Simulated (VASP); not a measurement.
A run of VASP 6.6.1 is set up as follows.

The input INCAR:

```
PREC = Accurate
ENCUT = 520
EDIFF = 1E-6
ISMEAR = -1
SIGMA = 0.1
LREAL = F
LASPH = T
NELM = 100
ALGO = Normal
ISIF = 2
LWAVE = F
LCHARG = T
GGA = PS
LELF = T
LVHAR = T
NBANDS = 12
```

KPOINTS

```
Automatic mesh
0
Gamma
  8 8 5
```

File POSCAR:

```
As
1.0
    2.9680041127      0.0000000000      0.0000000000
   -1.4840020563      2.5703669601      0.0000000000
    0.0000000000      0.0000000000      4.7859237817
As
2
Direct
    0.3333333333      0.6666666667      0.2500000000
    0.6666666667      0.3333333333      0.7500000000
```

Potentials or basis: VASP PAW PBE potentials, release 64 (As).

Launch:

```bash
$ cat potpaw_PBE.64/As/POTCAR > POTCAR
$ mpirun -np 1 vasp_std > vasp.out
```

**Question.** Estimate the band gap on the k mesh.

**Answer.** Zero (band 5 reaches 11.57 eV, above the bottom of band 6 at 4.38 eV).

**Question.** Predict the pressure.

**Answer.** 0.2 GPa.

Caveat: the PAW data sets were made with another functional, which shifts forces and pressure a little.
